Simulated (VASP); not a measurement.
Crystal: Ni.

```
CELL_PARAMETERS angstrom
2.33346 0.00000 0.00000
-1.16673 2.02084 0.00000
0.00000 0.00000 2.26294
ATOMIC_POSITIONS crystal
Ni 0.00000 0.00000 0.00000
```

This cell differs from its parent crystal: volume scaled by 0.9.

Base run:

* Program: VASP 6.6.1
* Functional: PBE
* Potentials or basis: VASP PAW PBE potentials, release 64 (Ni_sv_GW)
* Cutoff: 590 eV
* k mesh: 18 × 18 × 17
* Occupations: fermi-dirac, width 0.1 eV
* Spin: collinear spin, ferromagnetic start
* Starting moments: [1.0] μB

Its results: pressure 17.1 GPa; net moment 0.15 μB per cell; site moments Ni +0.16 μB.

Question: The run is repeated on the same cell with these changes: potentials or basis from VASP PAW PBE potentials, release 64 (Ni_sv_GW) to VASP PAW PBE potentials, release 64 (Ni); cutoff from 590 eV to 520 eV; further incar settings from ALGO = Normal; EDIFF = 1e-06; NBANDS = 19 to ALGO = Normal; EDIFF = 1e-06; NBANDS = 15; valence electrons from 18 to 10. What comes out?

Answer: Pressure 20.7 GPa; net moment 0.14 μB per cell; site moments Ni +0.14 μB.
